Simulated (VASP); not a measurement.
# Ge in VASP: a series of runs

Ge is run at these levels: PBE; tasks: single point.

Program: VASP 6.6.1. These are calculated values, not measurements. Logs are shortened: lines on timing, memory, paths and dates and some standing lists are left out, and cuts for length are marked.

## 1. The cell of the first run

It takes space group I4_1/amd (No. 141, tetragonal). The conventional cell has a = 3.680 Å, b = 3.680 Å, c = 5.431 Å, α = 90.00°, β = 90.00°, γ = 90.00°. Ge (site symmetry -4m2) has 4 Ge at 2.29 Å within 3.0 Å.

## 2. Single point, PBE (strain -0.080 along x and y, -0.040 along z)

File INCAR:

```
ALGO     = Normal         # electronic algorithm
EDIFF    = 1E-6           # SCF threshold, eV
ENCUT    = 500            # plane-wave cutoff, eV
GGA      = PE             # functional
GGA_COMPAT= F            
ISIF     = 2              # what is computed and relaxed
ISMEAR   = 0              # smearing method
LASPH    = T              # aspherical terms in the spheres
LCHARG   = T              # write CHGCAR
LELF     = T              # ELF
LREAL    = F              # projectors in reciprocal space
LVHAR    = T            
LWAVE    = F              # write WAVECAR
NBANDS   = 21             # bands
NELM     = 120            # most SCF steps
PREC     = Accurate       # precision mode
SIGMA    = 0.15           # smearing width, eV
```

File KPOINTS:

```
k-points
0
Gamma
  14 14 14
```

File POSCAR:

```
Ge
1.0
    0.0000000000      2.6024684000      2.7156192000
    2.6024684000      0.0000000000      2.7156192000
    2.6024684000      2.6024684000      0.0000000000
Ge
2
Direct
    0.5000000000      0.5000000000      0.5000000000
    0.7500000000      0.7500000000      0.7500000000
```

Potentials or basis: VASP PAW PBE potentials, release 64 (Ge_d).

Started as:

```bash
$ cat potpaw_PBE.64/Ge_d/POTCAR > POTCAR
$ mpirun -np 1 vasp_std > vasp.out
```

OUTCAR:

```text
EDIFF = 1E-6
   ENCUT = 500
   GGA = PE
   ISIF = 2
   ISMEAR = 0
   LASPH = T
   LREAL = F
   NELM = 120
   PREC = Accurate

 ion  position               nearest neighbor table
   1  0.500  0.500  0.500-   2 2.29   2 2.29   2 2.29   2 2.29
   2  0.750  0.750  0.750-   1 2.29   1 2.29   1 2.29   1 2.29

  LATTYP: Found a body centered tetragonal cell.
 ALAT       =     3.6804461069
 C/A-ratio  =     1.4757011086

  Lattice vectors:

 A1 = (  -2.6024684000,   0.0000000000,   2.7156192000)
 A2 = (   2.6024684000,   0.0000000000,   2.7156192000)
 A3 = (   0.0000000000,   2.6024684000,  -2.7156192000)

Analysis of symmetry for initial positions (statically):
=====================================================================
 Subroutine PRICEL returns:
 Original cell was already a primitive cell.

 Routine SETGRP: Setting up the symmetry group for a
 body centered tetragonal supercell.

 Subroutine GETGRP returns: Found 16 space group operations
 (whereof  8 operations were pure point group operations)
 out of a pool of 16 trial point group operations.

The static configuration has the point symmetry D_2d.
 The point group associated with its full space group is D_4h.

Analysis of symmetry for dynamics (positions and initial velocities):
=====================================================================
 Subroutine PRICEL returns:
 Original cell was already a primitive cell.

 Routine SETGRP: Setting up the symmetry group for a
 body centered tetragonal supercell.

 Subroutine GETGRP returns: Found 16 space group operations
 (whereof  8 operations were pure point group operations)
 out of a pool of 16 trial point group operations.

The dynamic configuration has the point symmetry D_2d.
 The point group associated with its full space group is D_4h.

 Subroutine INISYM returns: Found 16 space group operations
 (whereof  8 operations are pure point group operations),
 and found     1 'primitive' translations

----------------------------------------------------------------------------------------

                                     Primitive cell

  volume of cell :      36.7849

  direct lattice vectors                    reciprocal lattice vectors
     0.000000000  2.602468400  2.715619200    -0.192125292  0.192125292  0.184120071
     2.602468400  0.000000000  2.715619200     0.192125292 -0.192125292  0.184120071
     2.602468400  2.602468400  0.000000000     0.192125292  0.192125292 -0.184120071

  length of vectors
     3.761306876  3.761306876  3.680446107     0.328214040  0.328214040  0.328214040

  position of ions in fractional coordinates (direct lattice)
     0.500000000  0.500000000  0.500000000
     0.750000000  0.750000000  0.750000000

  ion indices of the primitive-cell ions
   primitive index   ion index
                 1           1
                 2           2

----------------------------------------------------------------------------------------

 KPOINTS: k-points

Automatic generation of k-mesh.
 Grid dimensions read from file:
 generate k-points for:   14   14   14

 Generating k-lattice:

  Cartesian coordinates                     Fractional coordinates (reciprocal lattice)
    -0.013723235  0.013723235  0.013151434     0.071428571  0.000000000  0.000000000
     0.013723235 -0.013723235  0.013151434     0.000000000  0.071428571  0.000000000
     0.013723235  0.013723235 -0.013151434     0.000000000  0.000000000  0.071428571

  Length of vectors
     0.023443860  0.023443860  0.023443860

  Shift w.r.t. Gamma in fractional coordinates (k-lattice)
     0.000000000  0.000000000  0.000000000

 Subroutine IBZKPT returns following result:
 ===========================================

 Found    244 irreducible k-points:

 Following reciprocal coordinates:
            Coordinates               Weight
  0.000000  0.000000  0.000000      1.000000
  0.071429  0.000000  0.000000      8.000000
  0.142857  0.000000  0.000000      8.000000
  0.214286  0.000000  0.000000      8.000000
  0.285714  0.000000  0.000000      8.000000
  0.357143  0.000000  0.000000      8.000000
[... 16 lines left out ...]
  0.214286  0.142857  0.000000      8.000000
  0.285714  0.142857  0.000000      8.000000
 [... further k-points ...]
   k-points           NKPTS =    244   k-points in BZ     NKDIM =    244   number of bands    NBANDS=     21
   number of dos      NEDOS =    301   number of ions     NIONS =      2
   total plane-waves  NPLWV =  21952
   dimension x,y,z NGX =    28 NGY =   28 NGZ =   28
   dimension x,y,z NGXF=    56 NGYF=   56 NGZF=   56
   ions per type =               2
   NGX,Y,Z   is equivalent  to a cutoff of  12.38, 12.38, 12.65 a.u.
   NGXF,Y,Z  is equivalent  to a cutoff of  24.75, 24.75, 25.30 a.u.
 SYSTEM =  unknown system
   PREC   = accura    normal or accurate (medium, high low for compatibility)
   ISTART =      0    job   : 0-new  1-cont  2-samecut
   ICHARG =      2    charge: 1-file 2-atom 10-const
   ISPIN  =      1    spin polarized calculation?
   LNONCOLLINEAR =      F non collinear calculations
   LSORBIT =      F    spin-orbit coupling
   LASPH  =      T    aspherical Exc in radial PAW
   ENCUT  =  500.0 eV  36.75 Ry    6.06 a.u.   6.86  6.86  6.71*2*pi/ulx,y,z
   NELM   =    120;   NELMIN=  2; NELMDL= -5     # of ELM steps
   EDIFF  = 0.1E-05   stopping-criterion for ELM
   LREAL  =      F    real-space projection
   EDIFFG = 0.1E-04   stopping-criterion for IOM
   NSW    =      0    number of steps for IOM
   IBRION =     -1    ionic relax: 0-MD 1-quasi-New 2-CG
   NFREE  =      0    steps in history (QN), initial steepest desc. (CG)
   ISIF   =      2    stress and relaxation
   ISYM   =      2    0-nonsym 1-usesym 2-fastsym
   POTIM  = 0.5000    time-step for ionic-motion
   TEBEG  =    0.0;   TEEND  =   0.0 temperature during run
   PSTRESS=    0.0 pullay stress
   NELECT =      28.0000    total number of electrons
   NUPDOWN=      -1.0000    fix difference up-down
   EMIN   =  10.00;   EMAX   =-10.00  energy-range for DOS
   EFERMI =   0.00;   METHOD = LEGACY
   ISMEAR =     0;   SIGMA  =   0.15  broadening in eV -4-tet -1-fermi 0-gaus
   EFERMI_NEDOS =   21; number of points for ismear=-14 and -15
   IALGO  =     38    algorithm
   IMIX   =      4    mixing-type and parameters
     AMIX     =   0.40;   BMIX     =  1.00
     AMIX_MAG =   1.60;   BMIX_MAG =  1.00
  volume/ion in A,a.u.               =      18.39       124.12
  Fermi-wavevector in a.u.,A,eV,Ry     =   1.494758  2.824683 30.399520  2.234302
  Thomas-Fermi vector in A             =   2.606990
   LORBIT       =      0    0 simple, 1 ext, 2 COOP (PROOUT), +10 PAW based schemes
   GGA     = PE    functional components
   LHFCALC =     F    Hartree Fock is set to
   AEXX    =    0.0000 exact exchange contribution
   IVDW    =     0    specifies the selected vdW correction
   LEPSILON=     F    determine dielectric tensor
   LRPA    =     F    only Hartree local field effects (RPA)
 non-spin polarized calculation
 Gauss-broadening in eV      SIGMA  =   0.15
  energy-cutoff  :      500.00
  volume of cell :       36.78
 maximum number of plane-waves:       958
   NGX = 13   NGY = 13   NGZ = 13

 number of electron      28.0000037 magnetization

 Free energy of the ion-electron system (eV)
  ---------------------------------------------------
  ext. energy  EPLUGINS =         0.00000000
  ---------------------------------------------------
  free energy    TOTEN  =        -8.25478933 eV

  energy without entropy =       -8.25412139  energy(sigma->0) =       -8.25445536

 E-fermi :   7.3397     XC(G=0): -10.9558

 val. band max:        7.3349567338   @ k =   0.4286   0.0000   0.4286
 cond. band min:       7.3900669889   @ k =   0.3571   0.0000   0.3571
 fundamental gap:      0.0551102551
 Fermi energy:         7.3396814652

 k-point     1 :       0.0000    0.0000    0.0000
  band No.  band energies     occupation
      1     -17.9939      2.00000
      2     -17.9939      2.00000
      3     -17.9738      2.00000
      4     -17.9388      2.00000
      5     -17.9255      2.00000
      6     -17.5979      2.00000
[... 13 lines left out ...]
     20      16.7477      0.00000
     21      17.7180      0.00000

 k-point     2 :       0.0714    0.0000    0.0000
  band No.  band energies     occupation
      1     -17.9996      2.00000
      2     -17.9947      2.00000
      3     -17.9792      2.00000
      4     -17.9289      2.00000
      5     -17.9181      2.00000
      6     -17.6012      2.00000
[... 13 lines left out ...]
     20      16.1821      0.00000
     21      17.1117      0.00000

 k-point     3 :       0.1429    0.0000    0.0000
  band No.  band energies     occupation
      1     -18.0110      2.00000
      2     -18.0002      2.00000
      3     -17.9817      2.00000
      4     -17.9102      2.00000
      5     -17.9022      2.00000
      6     -17.6093      2.00000
[... 13 lines left out ...]
     20      15.7439      0.00000
     21      16.3347      0.00000

 k-point     4 :       0.2143    0.0000    0.0000
  band No.  band energies     occupation
      1     -18.0218      2.00000
      2     -18.0076      2.00000
      3     -17.9781      2.00000
      4     -17.8918      2.00000
      5     -17.8856      2.00000
      6     -17.6184      2.00000
[... 13 lines left out ...]
     20      15.9817      0.00000
     21      16.0062      0.00000

 k-point     5 :       0.2857    0.0000    0.0000
  band No.  band energies     occupation
      1     -18.0296      2.00000
      2     -18.0123      2.00000
      3     -17.9727      2.00000
      4     -17.8773      2.00000
      5     -17.8725      2.00000
      6     -17.6259      2.00000
[... 13 lines left out ...]
     20      16.2235      0.00000
     21      16.3355      0.00000

 k-point     6 :       0.3571    0.0000    0.0000
  band No.  band energies     occupation
      1     -18.0344      2.00000
      2     -18.0144      2.00000
      3     -17.9676      2.00000
      4     -17.8682      2.00000
      5     -17.8644      2.00000
      6     -17.6308      2.00000
[... 13 lines left out ...]
     20      17.0520      0.00000
     21      17.4388      0.00000

 k-point     7 :       0.4286    0.0000    0.0000
  band No.  band energies     occupation
      1     -18.0367      2.00000
      2     -18.0146      2.00000
      3     -17.9640      2.00000
      4     -17.8638      2.00000
      5     -17.8607      2.00000
      6     -17.6334      2.00000
[... 13 lines left out ...]
     20      18.2855      0.00000
     21      18.9067      0.00000
[... 291 lines left out ...]
      1     -18.0221      2.00000
      2     -17.9921      2.00000
      3     -17.9799      2.00000
      4     -17.9122      2.00000
      5     -17.8849      2.00000
      6     -17.6178      2.00000
[... 13 lines left out ...]
     20      15.9726      0.00000
     21      16.4932      0.00000

 k-point    21 :      -0.0714    0.0714    0.0000
  band No.  band energies     occupation
      1     -18.0101      2.00000
      2     -17.9899      2.00000
      3     -17.9799      2.00000
      4     -17.9265      2.00000
      5     -17.9038      2.00000
      6     -17.6001      2.00000
[... 13 lines left out ...]
     20      16.1555      0.00000
     21      16.5280      0.00000

 k-point    22 :       0.1429    0.1429    0.0000
  band No.  band energies     occupation
      1     -18.0071      2.00000
      2     -18.0071      2.00000
      3     -18.0054      2.00000
      4     -17.9058      2.00000
      5     -17.8733      2.00000
      6     -17.6630      2.00000
[... 13 lines left out ...]
     20      15.8483      0.00000
     21      18.1973      0.00000

 k-point    23 :       0.2143    0.1429    0.0000
  band No.  band energies     occupation
      1     -18.0205      2.00000
      2     -18.0147      2.00000
      3     -18.0003      2.00000
      4     -17.8932      2.00000
      5     -17.8507      2.00000
      6     -17.6858      2.00000
[... 13 lines left out ...]
     20      16.7368      0.00000
     21      17.9133      0.00000

 k-point    24 :       0.2857    0.1429    0.0000
  band No.  band energies     occupation
      1     -18.0324      2.00000
      2     -18.0234      2.00000
      3     -17.9894      2.00000
      4     -17.8782      2.00000
      5     -17.8314      2.00000
      6     -17.7027      2.00000
[... 13 lines left out ...]
     20      17.3591      0.00000
     21      17.7794      0.00000

 [... further k-points ...]
[... 5 lines left out ...]
  --------------------------------------------------------------------------------------
  -------------------------------------------------------------------------------------
  Total        6.7684482      6.7684482      6.0113990      0.0000000      0.0000000      0.0000000
  in kB      294.8016404    294.8016404    261.8281545      0.0000000      0.0000000      0.0000000
  external PRESSURE =     283.8104784 kB  Pullay stress =       0.0000000 kB

 VOLUME and BASIS-vectors are now :
 -----------------------------------------------------------------------------
  energy-cutoff  :      500.00
  volume of cell :       36.78
      direct lattice vectors                 reciprocal lattice vectors
     0.000000000  2.602468400  2.715619200    -0.192125292  0.192125292  0.184120071
     2.602468400  0.000000000  2.715619200     0.192125292 -0.192125292  0.184120071
     2.602468400  2.602468400  0.000000000     0.192125292  0.192125292 -0.184120071

 POSITION                                       TOTAL-FORCE (eV/Angst)
 -----------------------------------------------------------------------------------
      2.60247      2.60247      2.71562         0.000000      0.000000      0.000000
      3.90370      3.90370      4.07343        -0.000000     -0.000000      0.000000
 -----------------------------------------------------------------------------------
    total drift:                                0.000000      0.000000      0.000000

  FREE ENERGIE OF THE ION-ELECTRON SYSTEM (eV)
  ---------------------------------------------------
  free  energy   TOTEN  =        -8.2547893253 eV

  energy  without entropy=       -8.2541213864  energy(sigma->0) =       -8.25445536
```

Run time: 65 s. Hardware: 1 thread of Intel Xeon 6975P-C (Granite Rapids), shared host; peak memory 0.26 GiB.

Results:

```yaml
Free_energy: -8.2548 eV
Pressure: 28.4 GPa
Band_gap_on_the_k_mesh: zero (band 14 reaches 7.40 eV, above the bottom of band 15 at 7.33 eV)
```

Levels at points of the mesh, in eV from the Fermi level:
```tsv
k point	band 10	band 11	band 12	band 13	band 14	band 15	band 16	band 17	band 18	band 19
(0.00, 0.00, 0.00)	-24.87	-14.63	-0.34	0.06	0.06	1.98	2.47	2.47	2.67	6.84
(0.50, 0.00, 0.00)	-24.83	-11.96	-8.85	-2.08	-1.59	0.76	3.61	3.91	7.07	11.76
(0.50, 0.50, 0.00)	-24.81	-10.07	-10.07	-3.72	-3.72	0.61	0.61	11.26	11.26	13.68
(0.50, 0.00, 0.50)	-24.83	-9.78	-9.78	-4.08	-4.08	0.19	0.19	11.07	11.07	13.45
```

Caveat: the cell differs from its parent crystal (strain -0.080 along x and y, -0.040 along z).

(Continued in part 2 of 2.)
